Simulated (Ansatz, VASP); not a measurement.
## Cu in VASP and in Ansatz

```xyz
1
Lattice="0.0000 1.8050 1.8050 1.8050 0.0000 1.8050 1.8050 1.8050 0.0000" Properties=species:S:1:pos:R:3 pbc="T T T"
Cu    0.0000    0.0000    0.0000
```

Alike in both runs: task single point; functional PBE; k mesh 10 × 10 × 10; occupations gaussian, width 0.05 eV; no spin polarisation.

|  | VASP | Ansatz |
| --- | --- | --- |
| version | VASP 6.6.1 | Ansatz 0.2.0 |
| potentials or method | VASP PAW PBE potentials, release 64 (Cu_sv_GW), cutoff 700 eV | scalar-relativistic, plane waves, PAW |
| valence electrons in the cell | 19 | 19 |

```tsv
	VASP	Ansatz	Ansatz less VASP
gap on the k mesh at the Fermi level (eV)	none	none	-
pressure (GPa)	-1.4	2.6	+3.98
```

A gap of «none» marks a metal or a gap that the smearing closes.
